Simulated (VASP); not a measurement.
Write the native input for VASP 6.6.1 that does the following.

* Task: single point
* Functional: PBE
* Potentials or basis: VASP PAW PBE potentials, release 64 (Ba_sv, F)
* Cutoff: 600 eV
* k mesh: 4 × 4 × 4
* Occupations: gaussian, width 0.05 eV
* Spin: no spin polarisation
* Dipole correction: no
* Further INCAR settings: ALGO = Normal; EDIFF = 1e-06; NBANDS = 19

The structure of BaF2 lies in POSCAR:

```
BaF2
1.0
    0.0000000000      3.1000485598      3.1000485598
    3.1000485598      0.0000000000      3.1000485598
    3.1000485598      3.1000485598      0.0000000000
Ba F
1 2
Direct
    0.0000000000      0.0000000000      0.0000000000
    0.2500000000      0.2500000000      0.2500000000
    0.7500000000      0.7500000000      0.7500000000
```

One way to write it, as run:

INCAR

```
PREC = Accurate
ENCUT = 600
EDIFF = 1E-6
ISMEAR = 0
SIGMA = 0.05
LREAL = False
LASPH = True
NELM = 120
ALGO = Normal
ISIF = 2
LWAVE = False
LCHARG = True
GGA = PE
LELF = True
LVHAR = True
NBANDS = 19
GGA_COMPAT = False
```

KPOINTS

```
Automatic mesh
0
Gamma
  4 4 4
```

Potentials or basis: VASP PAW PBE potentials, release 64 (Ba_sv, F).

The run is started by

```console
$ cat potpaw_PBE.64/Ba_sv/POTCAR potpaw_PBE.64/F/POTCAR > POTCAR
$ mpirun -np 1 vasp_std > vasp.out
```

It gave:

The pressure is 2.3 GPa and the band gap on the k mesh is 6.76 eV (least direct gap 6.84 eV).

Caveat: the k points lie up to 0.44 Å⁻¹ apart; spin-orbit coupling is left out, which moves the levels of the heavy elements.

Run time: 14 s on 1 thread of Intel(R) Xeon(R) Platinum 8259CL CPU @ 2.50GHz (Skylake/Cascade Lake) (shared host), peak memory 0.2 GiB.
